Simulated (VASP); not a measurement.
# Cu (I4/mmm) in VASP: further runs

The runs below take Cu through single point, with r2SCAN.

All numbers are computed with VASP 6.6.1; they aren't measurements. Logs are shortened: lines on timing, memory, paths and dates and some standing lists are left out, and cuts for length are marked.

### 1 The cell of the first run

It takes space group I4/mmm (No. 139, tetragonal). Conventional cell: a = 2.886 Å, b = 2.886 Å, c = 2.615 Å, α = 90.00°, β = 90.00°, γ = 90.00°. Cu (site symmetry 4/mmm) has 14 Cu at 2.42 to 2.89 Å within 3.2 Å.

### 2 Single point, r2SCAN (strain +0.000 along x and y, -0.050 along z)

The input, POSCAR:

```
Cu
1.0
   -1.4427933200      1.4427933200      1.3072773775
    1.4427933200     -1.4427933200      1.3072773775
    1.4427933200      1.4427933200     -1.3072773775
Cu
1
Direct
    0.0000000000      0.0000000000      0.0000000000
```

The input, INCAR.step1:

```
SYSTEM = Cu
PREC = Accurate
ENCUT = 520
ISMEAR = 0
SIGMA = 0.15
LREAL = .False.
LASPH = .True.
NELM = 100
NBANDS = 12
GGA = PE
ALGO = Normal
EDIFF = 1E-4
LWAVE = .True.
LCHARG = .False.
```

The input, INCAR.step2:

```
SYSTEM = Cu
PREC = Accurate
ENCUT = 520
EDIFF = 1E-7
ISMEAR = 0
SIGMA = 0.15
LREAL = .False.
LASPH = .True.
NELM = 100
ALGO = Normal
ISIF = 2
LWAVE = .False.
LCHARG = .False.
METAGGA = R2SCAN
LMIXTAU = .True.
NBANDS = 12
ISTART = 1
```

The input, KPOINTS:

```
regular mesh
0
Gamma
  24 24 24
  0 0 0
```

Potentials or basis: VASP PAW PBE potentials, release 64 (Cu).

The run is started by

```
$ cat potpaw_PBE.64/Cu/POTCAR > POTCAR
$ cp INCAR.step1 INCAR
$ mpirun -np 1 vasp_std > vasp.out
$ cp INCAR.step2 INCAR
$ mpirun -np 1 vasp_std > vasp.out
```

OUTCAR:

```text
SYSTEM = Cu
   PREC = Accurate
   ENCUT = 520
   EDIFF = 1E-7
   ISMEAR = 0
   LREAL = .False.
   LASPH = .True.
   NELM = 100
   ISIF = 2
   METAGGA = R2SCAN
   ISTART = 1

 ion  position               nearest neighbor table
   1  0.000  0.000  0.000-

  LATTYP: Found a body centered tetragonal cell.
 ALAT       =     2.8855866400
 C/A-ratio  =     0.9060739050

  Lattice vectors:

 A1 = (  -1.4427933200,   1.4427933200,   1.3072773775)
 A2 = (   1.4427933200,  -1.4427933200,   1.3072773775)
 A3 = (   1.4427933200,   1.4427933200,  -1.3072773775)

Analysis of symmetry for initial positions (statically):
=====================================================================
 Subroutine PRICEL returns:
 Original cell was already a primitive cell.

 Routine SETGRP: Setting up the symmetry group for a
 body centered tetragonal supercell.

 Subroutine GETGRP returns: Found 16 space group operations
 (whereof 16 operations were pure point group operations)
 out of a pool of 16 trial point group operations.

The static configuration has the point symmetry D_4h.

Analysis of symmetry for dynamics (positions and initial velocities):
=====================================================================
 Subroutine PRICEL returns:
 Original cell was already a primitive cell.

 Routine SETGRP: Setting up the symmetry group for a
 body centered tetragonal supercell.

 Subroutine GETGRP returns: Found 16 space group operations
 (whereof 16 operations were pure point group operations)
 out of a pool of 16 trial point group operations.

The dynamic configuration has the point symmetry D_4h.

 Subroutine INISYM returns: Found 16 space group operations
 (whereof 16 operations are pure point group operations),
 and found     1 'primitive' translations

----------------------------------------------------------------------------------------

                                     Primitive cell

  volume of cell :      10.8852

  direct lattice vectors                    reciprocal lattice vectors
    -1.442793320  1.442793320  1.307277377     0.000000000  0.346549983  0.382474300
     1.442793320 -1.442793320  1.307277377     0.346549983  0.000000000  0.382474300
     1.442793320  1.442793320 -1.307277377     0.346549983  0.346549983  0.000000000

  length of vectors
     2.423278620  2.423278620  2.423278620     0.516123513  0.516123513  0.490095685

  position of ions in fractional coordinates (direct lattice)
     0.000000000  0.000000000  0.000000000

  ion indices of the primitive-cell ions
   primitive index   ion index
                 1           1

----------------------------------------------------------------------------------------

 KPOINTS: regular mesh

Automatic generation of k-mesh.
 Grid dimensions read from file:
 generate k-points for:   24   24   24

 Generating k-lattice:

  Cartesian coordinates                     Fractional coordinates (reciprocal lattice)
     0.000000000  0.014439583  0.015936429     0.041666667  0.000000000  0.000000000
     0.014439583  0.000000000  0.015936429     0.000000000  0.041666667  0.000000000
     0.014439583  0.014439583  0.000000000     0.000000000  0.000000000  0.041666667

  Length of vectors
     0.021505146  0.021505146  0.020420654

  Shift w.r.t. Gamma in fractional coordinates (k-lattice)
     0.000000000  0.000000000  0.000000000

 Subroutine IBZKPT returns following result:
 ===========================================

 Found   1063 irreducible k-points:

 Following reciprocal coordinates:
            Coordinates               Weight
  0.000000  0.000000  0.000000      1.000000
  0.041667 -0.000000  0.000000      8.000000
  0.083333  0.000000  0.000000      8.000000
  0.125000 -0.000000  0.000000      8.000000
  0.166667  0.000000  0.000000      8.000000
  0.208333  0.000000  0.000000      8.000000
[... 16 lines left out ...]
  0.416667  0.041667  0.000000     16.000000
  0.458333  0.041667  0.000000     16.000000
 [... further k-points ...]
   k-points           NKPTS =   1063   k-points in BZ     NKDIM =   1063   number of bands    NBANDS=     12
   number of dos      NEDOS =    301   number of ions     NIONS =      1
   total plane-waves  NPLWV =   5832
   dimension x,y,z NGX =    18 NGY =   18 NGZ =   18
   dimension x,y,z NGXF=    36 NGYF=   36 NGZF=   36
   ions per type =               1
   NGX,Y,Z   is equivalent  to a cutoff of  12.35, 12.35, 12.35 a.u.
   NGXF,Y,Z  is equivalent  to a cutoff of  24.70, 24.70, 24.70 a.u.
 SYSTEM =  Cu
   PREC   = accura    normal or accurate (medium, high low for compatibility)
   ISTART =      1    job   : 0-new  1-cont  2-samecut
   ICHARG =      0    charge: 1-file 2-atom 10-const
   ISPIN  =      1    spin polarized calculation?
   LNONCOLLINEAR =      F non collinear calculations
   LSORBIT =      F    spin-orbit coupling
   LASPH  =      T    aspherical Exc in radial PAW
   ENCUT  =  520.0 eV  38.22 Ry    6.18 a.u.   4.51  4.51  4.51*2*pi/ulx,y,z
[... 19 lines left out ...]
   IMIX   =      4    mixing-type and parameters
     AMIX     =   0.40;   BMIX     =  1.00
     AMIX_MAG =   1.60;   BMIX_MAG =  1.00
  volume/ion in A,a.u.               =      10.89        73.46
  Fermi-wavevector in a.u.,A,eV,Ry     =   1.642834  3.104506 36.720820  2.698904
  Thomas-Fermi vector in A             =   2.733070
   LORBIT       =      0    0 simple, 1 ext, 2 COOP (PROOUT), +10 PAW based schemes
   METAGGA = R2SCAN    functional components
   LHFCALC =     F    Hartree Fock is set to
   AEXX    =    0.0000 exact exchange contribution
   IVDW    =     0    specifies the selected vdW correction
   LEPSILON=     F    determine dielectric tensor
   LRPA    =     F    only Hartree local field effects (RPA)
 non-spin polarized calculation
 Gauss-broadening in eV      SIGMA  =   0.15
  energy-cutoff  :      520.00
  volume of cell :       10.89
 maximum number of plane-waves:       309
 NGX is ok and might be reduce to    18
   NGX =  9   NGY =  9   NGZ =  9

 number of electron      10.9999993 magnetization

 Free energy of the ion-electron system (eV)
  ---------------------------------------------------
  ext. energy  EPLUGINS =         0.00000000
  ---------------------------------------------------
  free energy    TOTEN  =       -10.76943994 eV

  energy without entropy =      -10.76527863  energy(sigma->0) =      -10.76735929

 E-fermi :   8.4627     XC(G=0): -14.3037

 val. band max:        8.4573476153   @ k =   0.5000   0.2917   0.0417
 cond. band min:       8.4683733000   @ k =  -0.3750   0.3750   0.2500
 fundamental gap:      0.0110256847
 Fermi energy:         8.4627126380

 k-point     1 :       0.0000    0.0000    0.0000
  band No.  band energies     occupation
      1      -1.8818      2.00000
      2       4.6797      2.00000
      3       5.1335      2.00000
      4       5.1337      2.00000
      5       5.7974      2.00000
      6       6.2796      2.00000
      7      34.0714      0.00000
      8      34.0714      0.00000
      9      37.1999      0.00000
     10      38.6483      0.00000
     11      38.8475      0.00000
     12      40.0345      0.00000

 k-point     2 :       0.0417   -0.0000    0.0000
  band No.  band energies     occupation
      1      -1.8050      2.00000
      2       4.6896      2.00000
      3       5.1295      2.00000
      4       5.1364      2.00000
      5       5.8017      2.00000
      6       6.2667      2.00000
      7      33.7597      0.00000
      8      33.8627      0.00000
      9      36.4441      0.00000
     10      38.3025      0.00000
     11      38.7884      0.00000
     12      39.1739      0.00000

 k-point     3 :       0.0833    0.0000    0.0000
  band No.  band energies     occupation
      1      -1.5761      2.00000
      2       4.7045      2.00000
      3       5.1141      2.00000
      4       5.1597      2.00000
      5       5.8165      2.00000
      6       6.2318      2.00000
      7      32.8368      0.00000
      8      33.3503      0.00000
      9      34.6741      0.00000
     10      37.1334      0.00000
     11      38.2000      0.00000
     12      38.8300      0.00000
[... 286 lines left out ...]
 k-point    23 :       0.4167    0.0417    0.0000
  band No.  band energies     occupation
      1       2.7567      2.00000
      2       3.9973      2.00000
      3       5.9645      2.00000
      4       6.3792      2.00000
      5       6.6650      2.00000
      6       7.5511      2.00000
      7      15.0656      0.00000
      8      26.3157      0.00000
      9      27.0833      0.00000
     10      31.4002      0.00000
     11      34.8406      0.00000
     12      43.2037      0.00000

 k-point    24 :       0.4583    0.0417    0.0000
  band No.  band energies     occupation
      1       2.7974      2.00000
      2       3.9684      2.00000
      3       5.9978      2.00000
      4       6.4078      2.00000
      5       6.7912      2.00000
      6       8.1267      1.99847
      7      14.0858      0.00000
      8      26.0594      0.00000
      9      26.8910      0.00000
     10      31.3567      0.00000
     11      34.8561      0.00000
     12      43.8236      0.00000

 [... further k-points ...]

------------------------ aborting loop because EDIFF is reached ----------------------------------------

  FORCE on cell =-STRESS in cart. coord.  units (eV):
  Direction    XX          YY          ZZ          XY          YZ          ZX
  --------------------------------------------------------------------------------------
  -------------------------------------------------------------------------------------
  Total        0.6928098      0.6928098      0.8178906      0.0000000     -0.0000000      0.0000000
  in kB      101.9738032    101.9738032    120.3842904      0.0000000     -0.0000000      0.0000000
  external PRESSURE =     108.1106322 kB  Pullay stress =       0.0000000 kB

 VOLUME and BASIS-vectors are now :
 -----------------------------------------------------------------------------
  energy-cutoff  :      520.00
  volume of cell :       10.89
      direct lattice vectors                 reciprocal lattice vectors
    -1.442793320  1.442793320  1.307277377     0.000000000  0.346549983  0.382474300
     1.442793320 -1.442793320  1.307277377     0.346549983  0.000000000  0.382474300
     1.442793320  1.442793320 -1.307277377     0.346549983  0.346549983  0.000000000

 POSITION                                       TOTAL-FORCE (eV/Angst)
 -----------------------------------------------------------------------------------
      0.00000      0.00000      0.00000        -0.000000     -0.000000     -0.000000
 -----------------------------------------------------------------------------------
    total drift:                                0.000000     -0.000000      0.000000

  FREE ENERGIE OF THE ION-ELECTRON SYSTEM (eV)
  ---------------------------------------------------
  free  energy   TOTEN  =       -10.7694399428 eV

  energy  without entropy=      -10.7652786327  energy(sigma->0) =      -10.76735929
```

Run time: 4.3 min. Hardware: 1 thread of AMD EPYC 9R45 (Zen 5), shared host; peak memory 0.2 GiB.

What came out:

```
Free energy            : -10.7694 eV
Pressure               : 10.8 GPa
Band gap on the k mesh : zero (an odd number of electrons rules out a gap without spin polarisation)
```

Stress tensor (GPa, compression positive):
```
10.20  0.00  0.00
 0.00 10.20  0.00
 0.00  0.00 12.04
```

Levels at points of the mesh, in eV from the Fermi level:
```tsv
k point	band 3	band 4	band 5	band 6	band 7	band 8	band 9	band 10
(0.00, 0.00, 0.00)	-3.33	-3.33	-2.67	-2.18	25.61	25.61	28.74	30.19
(0.50, 0.00, 0.00)	-2.43	-2.00	-1.52	-0.52	5.49	18.15	18.58	22.40
(0.50, 0.50, 0.00)	-2.74	-2.37	-1.57	-1.38	4.30	20.86	21.86	25.10
(0.50, 0.50, 0.50)	-1.75	-1.75	-1.62	7.71	7.71	11.96	13.57	14.69
```

Caveat: the cell differs from its parent crystal (strain +0.000 along x and y, -0.050 along z); the cell stands under pressure; the PAW data sets were made with another functional, which shifts forces and pressure a little.

### 3 Single point, r2SCAN (strain +0.025 along x and y, -0.050 along z)

The input, POSCAR:

```
Cu
1.0
   -1.4788631530      1.4788631530      1.3072773775
    1.4788631530     -1.4788631530      1.3072773775
    1.4788631530      1.4788631530     -1.3072773775
Cu
1
Direct
    0.0000000000      0.0000000000      0.0000000000
```

The input, INCAR.step1:

```
PREC     = Accurate       # precision mode
ENCUT    = 520            # plane-wave cutoff, eV
ISMEAR   = 0              # smearing method
SIGMA    = 0.15           # smearing width, eV
LREAL    = F              # projectors in reciprocal space
LASPH    = T              # aspherical terms in the spheres
NELM     = 80             # most SCF steps
NBANDS   = 12             # bands
GGA      = PE             # functional
ALGO     = Normal         # electronic algorithm
EDIFF    = 1E-4           # SCF threshold, eV
LWAVE    = T              # write WAVECAR
LCHARG   = F              # write CHGCAR
```

The input, INCAR.step2:

```
PREC     = Accurate       # precision mode
ENCUT    = 520            # plane-wave cutoff, eV
EDIFF    = 1E-7           # SCF threshold, eV
ISMEAR   = 0              # smearing method
SIGMA    = 0.15           # smearing width, eV
LREAL    = F              # projectors in reciprocal space
LASPH    = T              # aspherical terms in the spheres
NELM     = 80             # most SCF steps
ALGO     = Normal         # electronic algorithm
ISIF     = 2              # what is computed and relaxed
LWAVE    = F              # write WAVECAR
LCHARG   = F              # write CHGCAR
METAGGA  = R2SCAN         # meta-GGA
LMIXTAU  = T            
NBANDS   = 12             # bands
ISTART   = 1
```

The input, KPOINTS:

```
Automatic mesh
0
Gamma
  24 24 24
```

Potentials or basis: VASP PAW PBE potentials, release 64 (Cu).

The run is started by

```
$ cat potpaw_PBE.64/Cu/POTCAR > POTCAR
$ cp INCAR.step1 INCAR
$ mpirun -np 1 vasp_std > vasp.out
$ cp INCAR.step2 INCAR
$ mpirun -np 1 vasp_std > vasp.out
```

Run time: 3.7 min. Hardware: 1 thread of Intel Xeon 6975P-C (Granite Rapids), shared host; peak memory 0.24 GiB.

The run converged. Its results:

| Property | Result |
| --- | --- |
| Free energy | -10.7881 eV |
| Pressure | 1.6 GPa |
| Band gap on the k mesh | zero (an odd number of electrons rules out a gap without spin polarisation) |

Stress tensor (GPa, compression positive):
```
0.81 0.00 0.00
0.00 0.81 0.00
0.00 0.00 3.18
```

Levels at points of the mesh, in eV from the Fermi level:
| k point | band 2 | band 3 | band 4 | band 5 | band 6 | band 7 | band 8 | band 9 | band 10 | band 11 |
| --- | --- | --- | --- | --- | --- | --- | --- | --- | --- | --- |
| (0.00, 0.00, 0.00) | -3.65 | -3.11 | -3.11 | -2.64 | -2.07 | 24.65 | 24.65 | 28.72 | 28.72 | 29.29 |
| (0.50, 0.00, 0.00) | -4.29 | -2.35 | -1.87 | -1.50 | -0.30 | 5.32 | 17.56 | 17.76 | 21.61 | 24.90 |
| (0.50, 0.50, 0.00) | -3.64 | -2.71 | -2.31 | -1.55 | -1.33 | 3.86 | 20.95 | 21.73 | 24.93 | 27.84 |
| (0.50, 0.50, 0.50) | -4.98 | -1.71 | -1.71 | -1.57 | 7.21 | 7.21 | 12.40 | 12.97 | 13.92 | 19.20 |

Caveat: the cell differs from its parent crystal (strain +0.025 along x and y, -0.050 along z); the PAW data sets were made with another functional, which shifts forces and pressure a little.

### 4 Single point, r2SCAN (strain +0.050 along x and y, -0.050 along z)

The input, POSCAR:

```
Cu
1.0
   -1.5149329860      1.5149329860      1.3072773775
    1.5149329860     -1.5149329860      1.3072773775
    1.5149329860      1.5149329860     -1.3072773775
Cu
1
Direct
    0.0000000000      0.0000000000      0.0000000000
```

The input, INCAR.step1:

```
PREC = Accurate ; ENCUT = 520
ISMEAR = 0 ; SIGMA = 0.15
LREAL = F ; LASPH = T
NELM = 100 ; NBANDS = 12
GGA = PE ; ALGO = Normal
EDIFF = 1E-4 ; LWAVE = T
LCHARG = F
```

The input, INCAR.step2:

```
PREC = Accurate ; ENCUT = 520
EDIFF = 1E-6 ; ISMEAR = 0
SIGMA = 0.15 ; LREAL = F
LASPH = T ; NELM = 100
ALGO = Normal ; ISIF = 2
LWAVE = F ; LCHARG = F
METAGGA = R2SCAN ; LMIXTAU = T
NBANDS = 12 ; ISTART = 1
```

KPOINTS is that of step 3.

The run is started by

```
$ cat potpaw_PBE.64/Cu/POTCAR > POTCAR
$ cp INCAR.step1 INCAR
$ mpirun -np 1 vasp_std > vasp.out
$ cp INCAR.step2 INCAR
$ mpirun -np 1 vasp_std > vasp.out
```

Wall time 3.9 min (1 thread of Intel Xeon 6975P-C (Granite Rapids), shared host); peak memory 0.26 GiB.

Results (log left out):

```yaml
Free_energy: -10.7790 eV
Pressure: -5.1 GPa
Band_gap_on_the_k_mesh: zero (an odd number of electrons rules out a gap without spin polarisation)
```

Stress tensor (GPa, compression positive):
```
-6.09  0.00  0.00
 0.00 -6.09  0.00
 0.00  0.00 -3.13
```

Levels at points of the mesh, in eV from the Fermi level:
```tsv
k point	band 3	band 4	band 5	band 6	band 7	band 8	band 9	band 10
(0.00, 0.00, 0.00)	-2.92	-2.92	-2.61	-1.97	23.65	23.65	27.37	28.24
(0.50, 0.00, 0.00)	-2.28	-1.76	-1.49	-0.10	5.17	17.00	17.00	20.87
(0.50, 0.50, 0.00)	-2.68	-2.25	-1.53	-1.28	3.46	21.04	21.60	24.79
(0.50, 0.50, 0.50)	-1.67	-1.67	-1.52	6.75	6.75	12.42	12.80	13.09
```

Caveat: the cell differs from its parent crystal (strain +0.050 along x and y, -0.050 along z); the cell stands under tension; the PAW data sets were made with another functional, which shifts forces and pressure a little.

### 5 Single point, r2SCAN (strain +0.050 along x and y, +0.000 along z)

The input, POSCAR:

```
Cu
1.0
   -1.5149329860      1.5149329860      1.3760814500
    1.5149329860     -1.5149329860      1.3760814500
    1.5149329860      1.5149329860     -1.3760814500
Cu
1
Direct
    0.0000000000      0.0000000000      0.0000000000
```

The input, INCAR.step1:

```
ALGO = Normal
EDIFF = 1E-4
ENCUT = 520
GGA = PE
ISMEAR = 0
LASPH = True
LCHARG = False
LREAL = False
LWAVE = True
NBANDS = 12
NELM = 60
PREC = Accurate
SIGMA = 0.15
```

The input, INCAR.step2:

```
ALGO = Normal
EDIFF = 1E-6
ENCUT = 520
ISIF = 2
ISMEAR = 0
ISTART = 1
LASPH = True
LCHARG = True
LELF = True
LMIXTAU = True
LREAL = False
LVHAR = True
LWAVE = False
METAGGA = R2SCAN
NBANDS = 12
NELM = 60
PREC = Accurate
SIGMA = 0.15
```

The input, KPOINTS:

```
k-points
0
Gamma
  24 24 24
```

The run is started by

```
$ cat potpaw_PBE.64/Cu/POTCAR > POTCAR
$ cp INCAR.step1 INCAR
$ mpirun -np 1 vasp_std > vasp.out
$ cp INCAR.step2 INCAR
$ mpirun -np 1 vasp_std > vasp.out
```

Wall time 4 min (1 thread of Intel Xeon 6975P-C (Granite Rapids), shared host); peak memory 0.26 GiB.

The run converged. Its results:

```
Free energy            : -10.7501 eV
Pressure               : -11.3 GPa
Band gap on the k mesh : zero (an odd number of electrons rules out a gap without spin polarisation)
```

Stress tensor (GPa, compression positive):
```
-11.45   0.00   0.00
  0.00 -11.45   0.00
  0.00   0.00 -11.09
```

Levels at points of the mesh, in eV from the Fermi level:
| k point | band 2 | band 3 | band 4 | band 5 | band 6 | band 7 | band 8 | band 9 | band 10 | band 11 |
| --- | --- | --- | --- | --- | --- | --- | --- | --- | --- | --- |
| (0.00, 0.00, 0.00) | -3.22 | -2.86 | -2.86 | -2.32 | -1.95 | 24.03 | 24.03 | 27.03 | 27.61 | 28.06 |
| (0.50, 0.00, 0.00) | -3.79 | -2.15 | -1.81 | -1.42 | -0.16 | 4.63 | 16.79 | 16.93 | 20.58 | 23.36 |
| (0.50, 0.50, 0.00) | -3.35 | -2.39 | -2.10 | -1.46 | -0.89 | 3.56 | 19.50 | 19.61 | 23.03 | 25.61 |
| (0.50, 0.50, 0.50) | -4.40 | -1.60 | -1.60 | -1.50 | 7.18 | 7.18 | 10.92 | 12.55 | 13.12 | 16.99 |

Caveat: the cell differs from its parent crystal (strain +0.050 along x and y, +0.000 along z); the cell stands under tension; the PAW data sets were made with another functional, which shifts forces and pressure a little.

### 6 The runs side by side

```tsv
cell	gap on the mesh (eV)	pressure (GPa)
a = 2.423 Å, angles 106.9, 106.9, 114.7°, 1 atom	none	10.8
a = 2.466 Å, angles 106.3, 106.3, 116.0°, 1 atom	none	1.6
a = 2.510 Å, angles 105.7, 105.7, 117.2°, 1 atom	none	-5.1
a = 2.546 Å, angles 107.0, 107.0, 114.6°, 1 atom	none	-11.3
```

Alike in all rows: task single point; level r2SCAN; potentials or basis VASP PAW PBE potentials, release 64 (Cu); no spin polarisation; k mesh 24 × 24 × 24; cutoff (eV) 520; smearing gaussian 0.15 eV.

Caveats: the PAW data sets were made with another functional, which shifts forces and pressure a little; the cell stands under tension (at least some runs); the cell stands under pressure (at least some runs).

Absolute energies hang on the potentials; compare differences alone.
